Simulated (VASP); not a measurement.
# Ni (Im-3m) in VASP: a series of runs

Runs on Ni. Level: PBEsol. Tasks: single point.

Program: VASP 6.6.1. These are calculated values, not measurements. Logs are shortened: lines on timing, memory, paths and dates and some standing lists are left out, and cuts for length are marked.

**1. The cell of the first run**

The structure is cubic, space group Im-3m (No. 229). Conventional cell: a = 2.767 Å, b = 2.767 Å, c = 2.767 Å, α = 90.00°, β = 90.00°, γ = 90.00°. Ni (site symmetry m-3m) has 14 Ni at 2.40 to 2.77 Å within 3.2 Å.

**2. Single point, PBEsol, collinear spin, ferromagnetic start**

INCAR reads:

```
SYSTEM = Ni
PREC = Accurate
ENCUT = 600
EDIFF = 1E-6
ISMEAR = 0
SIGMA = 0.1
LREAL = .FALSE.
LASPH = .TRUE.
NELM = 200
ALGO = Normal
ISIF = 2
LWAVE = .FALSE.
LCHARG = .FALSE.
ISPIN = 2
MAGMOM = 1
LORBIT = 11
LMAXMIX = 4
GGA = PS
NBANDS = 15
GGA_COMPAT = .FALSE.
```

KPOINTS reads:

```
Automatic mesh
0
G
  4 4 4
  0 0 0
```

POSCAR reads:

```
Ni
1.0
   -1.3837200000      1.3837200000      1.3837200000
    1.3837200000     -1.3837200000      1.3837200000
    1.3837200000      1.3837200000     -1.3837200000
Ni
1
Direct
    0.0000000000      0.0000000000      0.0000000000
```

Potentials or basis: VASP PAW PBE potentials, release 64 (Ni).

Launch:

```
> cat potpaw_PBE.64/Ni/POTCAR > POTCAR
> mpirun -np 1 vasp_std > vasp.out
```

OUTCAR:

```text
SYSTEM = Ni
   PREC = Accurate
   ENCUT = 600
   EDIFF = 1E-6
   ISMEAR = 0
   LREAL = .FALSE.
   LASPH = .TRUE.
   NELM = 200
   ISIF = 2
   ISPIN = 2
   LORBIT = 11
   GGA = PS

 ion  position               nearest neighbor table
   1  0.000  0.000  0.000-

  LATTYP: Found a body centered cubic cell.
 ALAT       =     2.7674400000

  Lattice vectors:

 A1 = (  -1.3837200000,   1.3837200000,   1.3837200000)
 A2 = (   1.3837200000,  -1.3837200000,   1.3837200000)
 A3 = (   1.3837200000,   1.3837200000,  -1.3837200000)

Analysis of symmetry for initial positions (statically):
=====================================================================
 Subroutine PRICEL returns:
 Original cell was already a primitive cell.

 Routine SETGRP: Setting up the symmetry group for a
 body centered cubic supercell.

 Subroutine GETGRP returns: Found 48 space group operations
 (whereof 48 operations were pure point group operations)
 out of a pool of 48 trial point group operations.

The static configuration has the point symmetry O_h .

Analysis of symmetry for dynamics (positions and initial velocities):
=====================================================================
 Subroutine PRICEL returns:
 Original cell was already a primitive cell.

 Routine SETGRP: Setting up the symmetry group for a
 body centered cubic supercell.

 Subroutine GETGRP returns: Found 48 space group operations
 (whereof 48 operations were pure point group operations)
 out of a pool of 48 trial point group operations.

The dynamic configuration has the point symmetry O_h .

Analysis of structural, dynamic, and magnetic symmetry:
=====================================================================
 Subroutine PRICEL returns:
 Original cell was already a primitive cell.

 Routine SETGRP: Setting up the symmetry group for a
 body centered cubic supercell.

 Subroutine GETGRP returns: Found 48 space group operations
 (whereof 48 operations were pure point group operations)
 out of a pool of 48 trial point group operations.

The overall configuration has the point symmetry O_h .

 Subroutine INISYM returns: Found 48 space group operations
 (whereof 48 operations are pure point group operations),
 and found     1 'primitive' translations

----------------------------------------------------------------------------------------

                                     Primitive cell

  volume of cell :      10.5975

  direct lattice vectors                    reciprocal lattice vectors
    -1.383720000  1.383720000  1.383720000     0.000000000  0.361344781  0.361344781
     1.383720000 -1.383720000  1.383720000     0.361344781  0.000000000  0.361344781
     1.383720000  1.383720000 -1.383720000     0.361344781  0.361344781  0.000000000

  length of vectors
     2.396673343  2.396673343  2.396673343     0.511018690  0.511018690  0.511018690

  position of ions in fractional coordinates (direct lattice)
     0.000000000  0.000000000  0.000000000

  ion indices of the primitive-cell ions
   primitive index   ion index
                 1           1

----------------------------------------------------------------------------------------

 KPOINTS: Automatic mesh

Automatic generation of k-mesh.
 Grid dimensions read from file:
 generate k-points for:    4    4    4

 Generating k-lattice:

  Cartesian coordinates                     Fractional coordinates (reciprocal lattice)
     0.000000000  0.090336195  0.090336195     0.250000000  0.000000000  0.000000000
     0.090336195  0.000000000  0.090336195     0.000000000  0.250000000  0.000000000
     0.090336195  0.090336195  0.000000000     0.000000000  0.000000000  0.250000000

  Length of vectors
     0.127754672  0.127754672  0.127754672

  Shift w.r.t. Gamma in fractional coordinates (k-lattice)
     0.000000000  0.000000000  0.000000000

 Subroutine IBZKPT returns following result:
 ===========================================

 Found      8 irreducible k-points:

 Following reciprocal coordinates:
            Coordinates               Weight
  0.000000  0.000000  0.000000      1.000000
  0.250000  0.000000  0.000000     12.000000
  0.500000  0.000000  0.000000      6.000000
  0.250000  0.250000  0.000000     24.000000
  0.250000  0.250000  0.250000      2.000000
 -0.250000  0.250000  0.250000      6.000000
  0.500000  0.500000  0.250000     12.000000
  0.500000  0.500000  0.500000      1.000000
   k-points           NKPTS =      8   k-points in BZ     NKDIM =      8   number of bands    NBANDS=     15
   number of dos      NEDOS =    301   number of ions     NIONS =      1
   total plane-waves  NPLWV =   8000
   dimension x,y,z NGX =    20 NGY =   20 NGZ =   20
   dimension x,y,z NGXF=    40 NGYF=   40 NGZF=   40
   ions per type =               1
   NGX,Y,Z   is equivalent  to a cutoff of  13.87, 13.87, 13.87 a.u.
   NGXF,Y,Z  is equivalent  to a cutoff of  27.75, 27.75, 27.75 a.u.
 SYSTEM =  Ni
   PREC   = accura    normal or accurate (medium, high low for compatibility)
   ISTART =      0    job   : 0-new  1-cont  2-samecut
   ICHARG =      2    charge: 1-file 2-atom 10-const
   ISPIN  =      2    spin polarized calculation?
   LNONCOLLINEAR =      F non collinear calculations
   LSORBIT =      F    spin-orbit coupling
   LASPH  =      T    aspherical Exc in radial PAW
   ENCUT  =  600.0 eV  44.10 Ry    6.64 a.u.   4.79  4.79  4.79*2*pi/ulx,y,z
   NELM   =    200;   NELMIN=  2; NELMDL= -5     # of ELM steps
   EDIFF  = 0.1E-05   stopping-criterion for ELM
   LREAL  =      F    real-space projection
   EDIFFG = 0.1E-04   stopping-criterion for IOM
   NSW    =      0    number of steps for IOM
   IBRION =     -1    ionic relax: 0-MD 1-quasi-New 2-CG
   NFREE  =      0    steps in history (QN), initial steepest desc. (CG)
   ISIF   =      2    stress and relaxation
   ISYM   =      2    0-nonsym 1-usesym 2-fastsym
   POTIM  = 0.5000    time-step for ionic-motion
   TEBEG  =    0.0;   TEEND  =   0.0 temperature during run
   PSTRESS=    0.0 pullay stress
   NELECT =      10.0000    total number of electrons
   NUPDOWN=      -1.0000    fix difference up-down
   EMIN   =  10.00;   EMAX   =-10.00  energy-range for DOS
   EFERMI =   0.00;   METHOD = LEGACY
   ISMEAR =     0;   SIGMA  =   0.10  broadening in eV -4-tet -1-fermi 0-gaus
   EFERMI_NEDOS =   21; number of points for ismear=-14 and -15
   IALGO  =     38    algorithm
   IMIX   =      4    mixing-type and parameters
     AMIX     =   0.40;   BMIX     =  1.00
     AMIX_MAG =   1.60;   BMIX_MAG =  1.00
  volume/ion in A,a.u.               =      10.60        71.52
  Fermi-wavevector in a.u.,A,eV,Ry     =   1.605733  3.034395 35.080961  2.578378
  Thomas-Fermi vector in A             =   2.702032
   LORBIT       =     11    0 simple, 1 ext, 2 COOP (PROOUT), +10 PAW based schemes
   GGA     = PS    functional components
   LHFCALC =     F    Hartree Fock is set to
   AEXX    =    0.0000 exact exchange contribution
   IVDW    =     0    specifies the selected vdW correction
   LEPSILON=     F    determine dielectric tensor
   LRPA    =     F    only Hartree local field effects (RPA)
 spin polarized calculation
 Gauss-broadening in eV      SIGMA  =   0.10
  energy-cutoff  :      600.00
  volume of cell :       10.60
 maximum number of plane-waves:       370
   NGX =  9   NGY =  9   NGZ =  9

 number of electron      10.0000001 magnetization       0.2542656

 number of electron      10.0000001 magnetization      -0.0732223

 Free energy of the ion-electron system (eV)
  ---------------------------------------------------
  ext. energy  EPLUGINS =         0.00000000
  ---------------------------------------------------
  free energy    TOTEN  =        -6.07253196 eV

  energy without entropy =       -6.05877394  energy(sigma->0) =       -6.06565295

 E-fermi :   9.6101     XC(G=0): -13.5841

 val. band max:        9.5571110316   @ k =   0.5000   0.0000   0.0000
 cond. band min:       9.6569064333   @ k =   0.5000   0.5000   0.2500
 fundamental gap:      0.0997954017
 Fermi energy:         9.6101071845

 spin component 1

 k-point     1 :       0.0000    0.0000    0.0000
  band No.  band energies     occupation
      1       0.3836      1.00000
      2       7.4067      1.00000
      3       7.4067      1.00000
      4       7.4067      1.00000
      5       8.8180      1.00000
      6       8.8180      1.00000
      7      36.1842      0.00000
      8      36.1842      0.00000
      9      36.1842      0.00000
     10      41.2698      0.00000
     11      41.2698      0.00000
     12      42.5427      0.00000
     13      42.5427      0.00000
     14      42.5427      0.00000
     15      43.1850      0.00000
[... 109 lines left out ...]
 k-point     8 :       0.5000    0.5000    0.5000
  band No.  band energies     occupation
      1       5.3035      1.00000
      2       5.3035      1.00000
      3       9.5517      0.79578
      4       9.5517      0.79578
      5       9.5517      0.79577
      6      19.3994      0.00000
      7      19.3994      0.00000
      8      19.3994      0.00000
      9      25.4784      0.00000
     10      25.4784      0.00000
     11      29.6425      0.00000
     12      51.0944      0.00000
     13      56.1100      0.00000
     14      59.4567      0.00000
     15      59.4567      0.00000
 Fermi energy:         9.6101071845

 spin component 2

 k-point     1 :       0.0000    0.0000    0.0000
  band No.  band energies     occupation
      1       0.2552      1.00000
      2       7.3850      1.00000
      3       7.3850      1.00000
      4       7.3850      1.00000
      5       8.8055      1.00000
      6       8.8055      1.00000
      7      36.0277      0.00000
      8      36.0277      0.00000
      9      36.0277      0.00000
     10      41.1139      0.00000
     11      41.1139      0.00000
     12      42.4711      0.00000
     13      42.4711      0.00000
     14      42.4711      0.00000
     15      43.0857      0.00000
[... 109 lines left out ...]
 k-point     8 :       0.5000    0.5000    0.5000
  band No.  band energies     occupation
      1       5.2540      1.00000
      2       5.2540      1.00000
      3       9.5396      0.84081
      4       9.5396      0.84081
      5       9.5396      0.84080
      6      19.2846      0.00000
      7      19.2846      0.00000
      8      19.2846      0.00000
      9      25.3614      0.00000
     10      25.3614      0.00000
     11      29.5694      0.00000
     12      50.9940      0.00000
     13      56.1141      0.00000
     14      59.3448      0.00000
     15      59.3448      0.00000

------------------------ aborting loop because EDIFF is reached ----------------------------------------

  FORCE on cell =-STRESS in cart. coord.  units (eV):
  Direction    XX          YY          ZZ          XY          YZ          ZX
  --------------------------------------------------------------------------------------
  -------------------------------------------------------------------------------------
  Total       -0.3672107     -0.3672107     -0.3672107     -0.0000000     -0.0000000      0.0000000
  in kB      -55.5163903    -55.5163903    -55.5163903     -0.0000000     -0.0000000      0.0000000
  external PRESSURE =     -55.5163903 kB  Pullay stress =       0.0000000 kB

 VOLUME and BASIS-vectors are now :
 -----------------------------------------------------------------------------
  energy-cutoff  :      600.00
  volume of cell :       10.60
      direct lattice vectors                 reciprocal lattice vectors
    -1.383720000  1.383720000  1.383720000     0.000000000  0.361344781  0.361344781
     1.383720000 -1.383720000  1.383720000     0.361344781  0.000000000  0.361344781
     1.383720000  1.383720000 -1.383720000     0.361344781  0.361344781  0.000000000

 POSITION                                       TOTAL-FORCE (eV/Angst)
 -----------------------------------------------------------------------------------
      0.00000      0.00000      0.00000        -0.000000      0.000000      0.000000
 -----------------------------------------------------------------------------------
    total drift:                                0.000000      0.000000      0.000000

  FREE ENERGIE OF THE ION-ELECTRON SYSTEM (eV)
  ---------------------------------------------------
  free  energy   TOTEN  =        -6.0725319572 eV

  energy  without entropy=       -6.0587739377  energy(sigma->0) =       -6.06565295

 total charge

# of ion       s       p       d       tot
------------------------------------------
    1        0.501   0.510   8.356   9.368

 magnetization (x)

# of ion       s       p       d       tot
------------------------------------------
    1       -0.002  -0.048  -0.004  -0.053
```

Wall time 12 s (1 thread of Intel Xeon Platinum 8259CL at 2.50GHz (Skylake/Cascade Lake), shared host); peak memory 0.13 GiB.

What came out:

```
Free energy                                           : -6.0725 eV
Pressure                                              : -5.6 GPa
Net moment                                            : -0.07 μB per cell
Site moments                                          : Ni -0.05 μB
Valence electrons inside the program's atomic spheres : Ni 9.37
```

Caveat: the k points lie up to 0.80 Å⁻¹ apart; the PAW data sets were made with another functional, which shifts forces and pressure a little.

(Continued in part 2 of 3.)
